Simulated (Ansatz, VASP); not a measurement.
## BN in VASP and in Ansatz

```
B N
1.0
     2.50058    0.00000    0.00000
    -1.25029    2.16557    0.00000
     0.00000    0.00000    6.52364
B N
2 2
Direct
  0.33333 0.66667 0.25000
  0.66667 0.33333 0.75000
  0.33333 0.66667 0.75000
  0.66667 0.33333 0.25000
```

Alike in both runs: task single point; functional r2SCAN; k mesh 12 × 12 × 4; no spin polarisation.

```csv
,VASP,Ansatz
version,VASP 6.6.1,Ansatz 0.2.0
potentials or method,"VASP PAW PBE potentials, release 64 (B, N)","plane waves, PAW"
plane-wave cutoff (eV),520,500
occupations,"gaussian, width 0.01 eV",fixed
valence electrons in the cell,16,16
```

```tsv
	VASP	Ansatz	Ansatz less VASP
gap on the k mesh at the Fermi level (eV)	4.84	4.81	-0.040
pressure (GPa)	1.0	0.6	-0.40
traceless stress, the component that is largest in VASP (GPa)	0.24	0.93	+0.690
```

VASP's potentials were made for PBE, not for r2SCAN.
